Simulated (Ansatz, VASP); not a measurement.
## Two plane-wave programs on ZrC

INCAR

```
SYSTEM = ZrC
  ALGO = Normal
  EDIFF = 1E-7
  EDIFFG = -0.01
  ENCUT = 600
  GGA = PE
  IBRION = 2
  ISIF = 3
  ISMEAR = 0
  LASPH = .True.
  LCHARG = .False.
  LREAL = .False.
  LWAVE = .False.
  NELM = 80
  NSW = 65
  PREC = Accurate
  SIGMA = 0.1
```

File KPOINTS:

```
k-points
0
Gamma
  12 12 9
  0 0 0
```

Contents of POSCAR:

```
ZrC
1.0
    3.3302707086      0.0000000000      0.0000000000
   -1.6651353543      2.8840990352      0.0000000000
    0.0000000000      0.0000000000      5.4359256820
Zr C
2 2
Direct
    0.0000000000      0.0000000000      0.0000000000
    0.0000000000      0.0000000000      0.5000000000
    0.3333333333      0.6666666667      0.2500000000
    0.6666666667      0.3333333333      0.7500000000
```

Input for Ansatz:

```yaml
crystal:
  lattice:
    - [3.3302707086, 0.0, 0.0]
    - [-1.6651353543, 2.8840990352, 0.0]
    - [0.0, 0.0, 5.435925682]
  atoms:
    - { symbol: Zr, position: [0.0, 0.0, 0.0] }
    - { symbol: C, position: [0.3333333333, 0.6666666667, 0.25] }
    - { symbol: Zr, position: [0.0, 0.0, 0.5] }
    - { symbol: C, position: [0.6666666667, 0.3333333333, 0.75] }
basis:
  ecutwfc: 420
kpoints:
  mp_grid: { grid: [12, 12, 9] }
hamiltonian:
  xc: pbe
scf:
  occupations: { method: gaussian, width: 0.1 }
output:
  forces: true
  stress: true
  eigenvalues: true
  populations: true
relax:
  adjacent_minimum: "off"
  f_tol: 0.01
  max_steps: 45
  cell: { stress_tol: 0.05 }
```

Alike in both runs: task relaxation of cell and atoms; functional PBE; k mesh 12 × 12 × 9; occupations gaussian, width 0.1 eV; no spin polarisation.

|  | VASP | Ansatz |
| --- | --- | --- |
| version | VASP 6.6.1 | Ansatz 0.2.0 |
| potentials or method | VASP PAW PBE potentials, release 64 (Zr_sv, C), cutoff 600 eV | scalar-relativistic, plane waves, PAW |
| valence electrons in the cell | 32 | 32 |

```csv
,VASP,Ansatz,Ansatz less VASP
"gap on the k mesh at the Fermi level, each at its own relaxed structure (eV)",none,none,-
relaxed volume (Å³/atom),13.80,13.79,-0.006
```

A gap of «none» marks a metal or a gap that the smearing closes.
